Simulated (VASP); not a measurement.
Wanted: the native input for a VASP 6.6.1 run.

```
Task                   : single point
Functional             : PBE
Potentials or basis    : VASP PAW PBE potentials, release 64 (Al, Sn_d)
Cutoff                 : 520 eV
k mesh                 : 4 × 4 × 4
Occupations            : gaussian, width 0.1 eV
Spin                   : no spin polarisation
Dipole correction      : no
Further INCAR settings : ALGO = Normal; EDIFF = 1e-06; NBANDS = 38
```

The structure of AlSn4 lies in POSCAR:

```
AlSn4
1.0
    5.3942689700      0.0000000000      0.0000000000
    0.0000000000      5.3942689700      0.0000000000
    0.0000000000      0.0000000000      5.3942689700
Al Sn
1 4
Direct
    0.0000000000      0.0000000000      0.0000000000
    0.2437810800      0.7562189200      0.7562189200
    0.7562189200      0.2437810800      0.7562189200
    0.7562189200      0.7562189200      0.2437810800
    0.2437810800      0.2437810800      0.2437810800
```

These files were run (other wordings do the same):

INCAR

```
SYSTEM = AlSn4
  ALGO = Normal
  EDIFF = 1E-6
  ENCUT = 520
  GGA = PE
  ISIF = 2
  ISMEAR = 0
  LASPH = .TRUE.
  LCHARG = .TRUE.
  LELF = .TRUE.
  LREAL = .FALSE.
  LVHAR = .TRUE.
  LWAVE = .FALSE.
  NBANDS = 38
  NELM = 60
  PREC = Accurate
  SIGMA = 0.1
```

KPOINTS

```
k-points
0
G
  4 4 4
  0 0 0
```

Potentials or basis: VASP PAW PBE potentials, release 64 (Al, Sn_d).

Command:

```sh
$ cat potpaw_PBE.64/Al/POTCAR potpaw_PBE.64/Sn_d/POTCAR > POTCAR
$ mpirun -np 1 vasp_std > vasp.out
```

Results of the run:

```
Pressure      : 9.8 GPa
Largest force : 4.667 eV/Å
```

Caveat: forces of over 1 eV/Å act on the atoms, so gaps and moduli don't describe the material at rest.

Run time: 49 s on 1 thread of Intel(R) Xeon(R) Platinum 8259CL CPU @ 2.50GHz (Skylake/Cascade Lake) (shared host), peak memory 0.24 GiB.
